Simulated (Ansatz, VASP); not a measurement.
## Two plane-wave programs on BN

```
B N
1.0
     2.54000    0.00000    0.00000
    -1.27000    2.19970    0.00000
     0.00000    0.00000    6.59800
B N
2 2
Direct
  0.33333 0.66667 0.25000
  0.66667 0.33333 0.75000
  0.33333 0.66667 0.75000
  0.66667 0.33333 0.25000
```

Alike in both runs: task relaxation of cell and atoms; functional r2SCAN; k mesh 9 × 9 × 4; occupations gaussian, width 0.1 eV; no spin polarisation.

|  | VASP | Ansatz |
| --- | --- | --- |
| version | VASP 6.6.1 | Ansatz 0.2.0 |
| potentials or method | VASP PAW PBE potentials, release 64 (B, N), cutoff 600 eV | scalar-relativistic, plane waves, PAW |
| valence electrons in the cell | 16 | 16 |

VASP gave:

* gap on the k mesh at the Fermi level, each at its own relaxed structure (eV): 5.02
* relaxed volume (Å³/atom): 8.97
* relaxed length of the cell vector where the two differ most in proportion (Å): 6.619

Problem. Estimate Ansatz's values.

Solution. gap on the k mesh at the Fermi level, each at its own relaxed structure (eV): 5.01; relaxed volume (Å³/atom): 9.25; relaxed length of the cell vector where the two differ most in proportion (Å): 6.844.

VASP's potentials were made for PBE, not for r2SCAN.
